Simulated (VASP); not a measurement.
# Cu (Cmcm) in VASP: a series of runs

Cu is run at these levels: PBEsol; tasks: single point.

Program: VASP 6.6.1. These are calculated values, not measurements. Logs are shortened: lines on timing, memory, paths and dates and some standing lists are left out, and cuts for length are marked.

## 1. The cell of the first run

The structure is orthorhombic, space group Cmcm (No. 63). Conventional cell: a = 2.348 Å, b = 8.293 Å, c = 2.584 Å, α = 90.00°, β = 90.00°, γ = 90.00°. Within 3.1 Å of Cu (site symmetry m2m) lie 10 Cu at 2.35 to 2.60 Å.

## 2. Single point, PBEsol (12.58 Å³/atom)

Contents of INCAR:

```
ALGO = Fast
EDIFF = 1E-7
ENCUT = 520
GGA = PS
ISIF = 2
ISMEAR = 0
LASPH = True
LCHARG = False
LREAL = False
LWAVE = False
NBANDS = 18
NELM = 60
PREC = Accurate
SIGMA = 0.15
```

Contents of KPOINTS:

```
k-points
0
Gamma
  22 22 20
```

Contents of POSCAR:

```
Cu
1.0
    1.1740992450     -4.1464136986      0.0000000000
    1.1740992450      4.1464136986      0.0000000000
    0.0000000000      0.0000000000      2.5840636192
Cu
2
Direct
    0.1338543804      0.8661456196      0.2500000000
    0.8661456196      0.1338543804      0.7500000000
```

Potentials or basis: VASP PAW PBE potentials, release 64 (Cu).

Run with:

```bash
$ cat potpaw_PBE.64/Cu/POTCAR > POTCAR
$ mpirun -np 1 vasp_std > vasp.out
```

OUTCAR:

```text
EDIFF = 1E-7
   ENCUT = 520
   GGA = PS
   ISIF = 2
   ISMEAR = 0
   LASPH = True
   LREAL = False
   NELM = 60
   PREC = Accurate

 ion  position               nearest neighbor table
   1  0.134  0.866  0.250-   2 2.57   2 2.57   2 2.60   2 2.60   2 2.60   2 2.60
   2  0.866  0.134  0.750-   1 2.57   1 2.57   1 2.60   1 2.60   1 2.60   1 2.60

  LATTYP: Found a base centered orthorhombic cell.
 ALAT       =     2.3481984900
 B/A-ratio  =     3.5315700238
 C/A-ratio  =     1.1004451413

  Lattice vectors:

 A1 = (   1.1740992450,  -4.1464136986,   0.0000000000)
 A2 = (   1.1740992450,   4.1464136986,   0.0000000000)
 A3 = (   0.0000000000,   0.0000000000,   2.5840636192)

Analysis of symmetry for initial positions (statically):
=====================================================================
 Subroutine PRICEL returns:
 Original cell was already a primitive cell.

 Routine SETGRP: Setting up the symmetry group for a
 base centered orthorhombic supercell.

 Subroutine GETGRP returns: Found  8 space group operations
 (whereof  4 operations were pure point group operations)
 out of a pool of  8 trial point group operations.

The static configuration has the point symmetry C_2h.
 The point group associated with its full space group is D_2h.

Analysis of symmetry for dynamics (positions and initial velocities):
=====================================================================
 Subroutine PRICEL returns:
 Original cell was already a primitive cell.

 Routine SETGRP: Setting up the symmetry group for a
 base centered orthorhombic supercell.

 Subroutine GETGRP returns: Found  8 space group operations
 (whereof  4 operations were pure point group operations)
 out of a pool of  8 trial point group operations.

The dynamic configuration has the point symmetry C_2h.
 The point group associated with its full space group is D_2h.

 Subroutine INISYM returns: Found  8 space group operations
 (whereof  4 operations are pure point group operations),
 and found     1 'primitive' translations

----------------------------------------------------------------------------------------

                                     Primitive cell

  volume of cell :      25.1600

  direct lattice vectors                    reciprocal lattice vectors
     1.174099245 -4.146413699  0.000000000     0.425858378 -0.120586135  0.000000000
     1.174099245  4.146413699  0.000000000     0.425858378  0.120586135  0.000000000
     0.000000000  0.000000000  2.584063619     0.000000000  0.000000000  0.386987376

  length of vectors
     4.309437968  4.309437968  2.584063619     0.442601823  0.442601823  0.386987376

  position of ions in fractional coordinates (direct lattice)
     0.133854380  0.866145620  0.250000000
     0.866145620  0.133854380  0.750000000

  ion indices of the primitive-cell ions
   primitive index   ion index
                 1           1
                 2           2

----------------------------------------------------------------------------------------

 KPOINTS: k-points

Automatic generation of k-mesh.
 Grid dimensions read from file:
 generate k-points for:   22   22   20

 Generating k-lattice:

  Cartesian coordinates                     Fractional coordinates (reciprocal lattice)
     0.019357199 -0.005481188  0.000000000     0.045454545  0.000000000  0.000000000
     0.019357199  0.005481188  0.000000000     0.000000000  0.045454545  0.000000000
     0.000000000  0.000000000  0.019349369     0.000000000  0.000000000  0.050000000

  Length of vectors
     0.020118265  0.020118265  0.019349369

  Shift w.r.t. Gamma in fractional coordinates (k-lattice)
     0.000000000  0.000000000  0.000000000

 Subroutine IBZKPT returns following result:
 ===========================================

 Found   1463 irreducible k-points:

 Following reciprocal coordinates:
            Coordinates               Weight
  0.000000  0.000000  0.000000      1.000000
  0.045455 -0.000000  0.000000      4.000000
  0.090909 -0.000000  0.000000      4.000000
  0.136364  0.000000  0.000000      4.000000
  0.181818  0.000000  0.000000      4.000000
  0.227273  0.000000  0.000000      4.000000
[... 16 lines left out ...]
  0.500000  0.045455  0.000000      4.000000
 -0.454545  0.045455  0.000000      4.000000
 [... further k-points ...]
   k-points           NKPTS =   1463   k-points in BZ     NKDIM =   1463   number of bands    NBANDS=     18
   number of dos      NEDOS =    301   number of ions     NIONS =      2
   total plane-waves  NPLWV =  20480
   dimension x,y,z NGX =    32 NGY =   32 NGZ =   20
   dimension x,y,z NGXF=    64 NGYF=   64 NGZF=   40
   ions per type =               2
   NGX,Y,Z   is equivalent  to a cutoff of  12.34, 12.34, 12.87 a.u.
   NGXF,Y,Z  is equivalent  to a cutoff of  24.69, 24.69, 25.73 a.u.
 SYSTEM =  unknown system
   PREC   = accura    normal or accurate (medium, high low for compatibility)
   ISTART =      0    job   : 0-new  1-cont  2-samecut
   ICHARG =      2    charge: 1-file 2-atom 10-const
   ISPIN  =      1    spin polarized calculation?
   LNONCOLLINEAR =      F non collinear calculations
   LSORBIT =      F    spin-orbit coupling
   LASPH  =      T    aspherical Exc in radial PAW
   ENCUT  =  520.0 eV  38.22 Ry    6.18 a.u.   8.01  8.01  4.80*2*pi/ulx,y,z
   NELM   =     60;   NELMIN=  2; NELMDL= -5     # of ELM steps
   EDIFF  = 0.1E-06   stopping-criterion for ELM
   LREAL  =      F    real-space projection
   EDIFFG = 0.1E-05   stopping-criterion for IOM
   NSW    =      0    number of steps for IOM
   IBRION =     -1    ionic relax: 0-MD 1-quasi-New 2-CG
   NFREE  =      0    steps in history (QN), initial steepest desc. (CG)
   ISIF   =      2    stress and relaxation
   ISYM   =      2    0-nonsym 1-usesym 2-fastsym
   POTIM  = 0.5000    time-step for ionic-motion
   TEBEG  =    0.0;   TEEND  =   0.0 temperature during run
   PSTRESS=    0.0 pullay stress
   NELECT =      22.0000    total number of electrons
   NUPDOWN=      -1.0000    fix difference up-down
   EMIN   =  10.00;   EMAX   =-10.00  energy-range for DOS
   EFERMI =   0.00;   METHOD = LEGACY
   ISMEAR =     0;   SIGMA  =   0.15  broadening in eV -4-tet -1-fermi 0-gaus
   EFERMI_NEDOS =   21; number of points for ismear=-14 and -15
   IALGO  =     68    algorithm
   IMIX   =      4    mixing-type and parameters
     AMIX     =   0.40;   BMIX     =  1.00
     AMIX_MAG =   1.60;   BMIX_MAG =  1.00
  volume/ion in A,a.u.               =      12.58        84.89
  Fermi-wavevector in a.u.,A,eV,Ry     =   1.565473  2.958315 33.343865  2.450705
  Thomas-Fermi vector in A             =   2.667944
   LORBIT       =      0    0 simple, 1 ext, 2 COOP (PROOUT), +10 PAW based schemes
   GGA     = PS    functional components
   LHFCALC =     F    Hartree Fock is set to
   AEXX    =    0.0000 exact exchange contribution
   IVDW    =     0    specifies the selected vdW correction
   LEPSILON=     F    determine dielectric tensor
   LRPA    =     F    only Hartree local field effects (RPA)
 non-spin polarized calculation
 RMM-DIIS sequential band-by-band and
 Gauss-broadening in eV      SIGMA  =   0.15
  energy-cutoff  :      520.00
  volume of cell :       25.16
 maximum number of plane-waves:       694
   NGX = 17   NGY = 17   NGZ =  9

 number of electron      21.9999986 magnetization

 Free energy of the ion-electron system (eV)
  ---------------------------------------------------
  ext. energy  EPLUGINS =         0.00000000
  ---------------------------------------------------
  free energy    TOTEN  =        -8.19299910 eV

  energy without entropy =       -8.18628450  energy(sigma->0) =       -8.18964180

 E-fermi :   6.5979     XC(G=0): -12.5096

 val. band max:        6.5971008420   @ k =  -0.3636   0.1364   0.4500
 cond. band min:       6.5988668114   @ k =   0.4545   0.2273   0.1500
 fundamental gap:      0.0017659693
 Fermi energy:         6.5978901639

 k-point     1 :       0.0000    0.0000    0.0000
  band No.  band energies     occupation
      1      -2.2784      2.00000
      2       1.9013      2.00000
      3       2.5047      2.00000
      4       2.8926      2.00000
      5       3.7170      2.00000
      6       4.0395      2.00000
[... 10 lines left out ...]
     17      27.9021      0.00000
     18      28.0686      0.00000

 k-point     2 :       0.0455   -0.0000    0.0000
  band No.  band energies     occupation
      1      -2.2139      2.00000
      2       1.9353      2.00000
      3       2.5283      2.00000
      4       2.9196      2.00000
      5       3.7253      2.00000
      6       4.0383      2.00000
[... 10 lines left out ...]
     17      26.5785      0.00000
     18      28.1653      0.00000

 k-point     3 :       0.0909   -0.0000    0.0000
  band No.  band energies     occupation
      1      -2.0216      2.00000
      2       2.0314      2.00000
      3       2.6001      2.00000
      4       2.9995      2.00000
      5       3.7491      2.00000
      6       4.0305      2.00000
[... 10 lines left out ...]
     17      25.4584      0.00000
     18      28.3295      0.00000

 k-point     4 :       0.1364    0.0000    0.0000
  band No.  band energies     occupation
      1      -1.7055      2.00000
      2       2.1717      2.00000
      3       2.7219      2.00000
      4       3.1283      2.00000
      5       3.7862      2.00000
      6       3.9391      2.00000
[... 375 lines left out ...]
      4       3.7735      2.00000
      5       3.8515      2.00000
      6       3.9179      2.00000
[... 10 lines left out ...]
     17      27.5830      0.00000
     18      27.7460      0.00000

 k-point    23 :       0.5000    0.0455    0.0000
  band No.  band energies     occupation
      1       2.0202      2.00000
      2       2.2798      2.00000
      3       3.2832      2.00000
      4       3.7864      2.00000
      5       3.8809      2.00000
      6       3.9148      2.00000
[... 10 lines left out ...]
     17      27.1177      0.00000
     18      27.6618      0.00000

 k-point    24 :      -0.4545    0.0455    0.0000
  band No.  band energies     occupation
      1       1.7389      2.00000
      2       2.3309      2.00000
      3       3.2388      2.00000
      4       3.7483      2.00000
      5       3.9289      2.00000
      6       3.9465      2.00000
[... 10 lines left out ...]
     17      26.0225      0.00000
     18      27.3360      0.00000

 [... further k-points ...]

------------------------ aborting loop because EDIFF is reached ----------------------------------------

  FORCE on cell =-STRESS in cart. coord.  units (eV):
  Direction    XX          YY          ZZ          XY          YZ          ZX
  --------------------------------------------------------------------------------------
  -------------------------------------------------------------------------------------
  Total        1.1839855     -1.8944612     -2.0733125      0.0000000      0.0000000      0.0000000
  in kB       75.3956542   -120.6384267   -132.0275946      0.0000000      0.0000000      0.0000000
  external PRESSURE =     -59.0901224 kB  Pullay stress =       0.0000000 kB

 VOLUME and BASIS-vectors are now :
 -----------------------------------------------------------------------------
  energy-cutoff  :      520.00
  volume of cell :       25.16
      direct lattice vectors                 reciprocal lattice vectors
     1.174099245 -4.146413699  0.000000000     0.425858378 -0.120586135  0.000000000
     1.174099245  4.146413699  0.000000000     0.425858378  0.120586135  0.000000000
     0.000000000  0.000000000  2.584063619     0.000000000  0.000000000  0.386987376

 POSITION                                       TOTAL-FORCE (eV/Angst)
 -----------------------------------------------------------------------------------
      1.17410      3.03638      0.64602         0.000000      0.058314      0.000000
      1.17410     -3.03638      1.93805         0.000000     -0.058314     -0.000000
 -----------------------------------------------------------------------------------
    total drift:                                0.000000     -0.000000      0.000000

  FREE ENERGIE OF THE ION-ELECTRON SYSTEM (eV)
  ---------------------------------------------------
  free  energy   TOTEN  =        -8.1929990964 eV

  energy  without entropy=       -8.1862844996  energy(sigma->0) =       -8.18964180
```

Wall time 9.5 min (1 thread of Intel Xeon Platinum 8488C (Sapphire Rapids), shared host); peak memory 0.61 GiB.

What came out:

* Free energy: -8.1930 eV
* Pressure: -5.9 GPa
* Largest force: 0.058 eV/Å
* Band gap on the k mesh: zero (bands 11 and 12 overlap by 5.74 eV)

Forces on the atoms (eV/Å):
```
Cu   0.000  0.058  0.000
Cu   0.000 -0.058  0.000
```

Caveat: the stress differs along the axes, from -13 to 8 GPa; the PAW data sets were made with another functional, which shifts forces and pressure a little.

## 3. Single point, PBEsol (12.58 Å³/atom)

Contents of INCAR:

```
PREC = Accurate ; ENCUT = 520
EDIFF = 1E-6 ; ISMEAR = 0
SIGMA = 0.15 ; LREAL = F
LASPH = T ; NELM = 100
ALGO = Fast ; ISIF = 2
LWAVE = F ; LCHARG = F
GGA = PS ; NBANDS = 18
```

Contents of KPOINTS:

```
Automatic mesh
0
Gamma
  22 22 20
```

Contents of POSCAR:

```
Cu
1.0
    1.3065407268     -3.9306426216      0.0000000000
    1.3065407268      3.9306426216      0.0000000000
    0.0000000000      0.0000000000      2.4495941160
Cu
2
Direct
    0.1338543804      0.8661456196      0.2500000000
    0.8661456196      0.1338543804      0.7500000000
```

Potentials or basis: VASP PAW PBE potentials, release 64 (Cu).

Run with:

```bash
$ cat potpaw_PBE.64/Cu/POTCAR > POTCAR
$ mpirun -np 1 vasp_std > vasp.out
```

Wall time 7.2 min (1 thread of Intel Xeon Platinum 8488C (Sapphire Rapids), shared host); peak memory 0.61 GiB.

Results (log left out):

| Property | Result |
| --- | --- |
| Free energy | -8.2144 eV |
| Pressure | -4.7 GPa |
| Largest force | 0.299 eV/Å |
| Band gap on the k mesh | zero (bands 11 and 12 overlap by 5.24 eV) |

Forces on the atoms (eV/Å):
```
Cu   0.000 -0.299  0.000
Cu   0.000  0.299  0.000
```

Stress tensor (GPa, compression positive):
```
-14.23   0.00   0.00
  0.00  -1.27   0.00
  0.00   0.00   1.33
```

Levels at points of the mesh, in eV from the Fermi level:
```
           k point  band 8  band 9  band 10  band 11  band 12  band 13  band 14  band 15
(0.00, 0.00, 0.00)   -2.14   -1.85    -1.71    -1.38     0.44     5.15    15.45    15.60
(0.50, 0.00, 0.00)   -2.43   -1.96    -1.56    -0.83     0.55     2.08     6.20    12.69
(0.50, 0.50, 0.00)   -2.25   -2.11    -1.96    -1.59    -1.52    12.50    14.34    15.78
(0.00, 0.00, 0.50)   -2.84   -1.73    -1.73     0.20     0.20     8.75     8.75     9.92
(0.50, 0.00, 0.50)   -1.77   -1.36    -1.36     3.33     3.33     7.10     7.10     9.21
(0.50, 0.50, 0.50)   -2.06   -1.46    -1.46    -0.53    -0.53     4.01     4.01    18.84
```

Caveat: the stress differs along the axes, from -14 to 1 GPa; the PAW data sets were made with another functional, which shifts forces and pressure a little.

(Continued in part 2 of 2.)
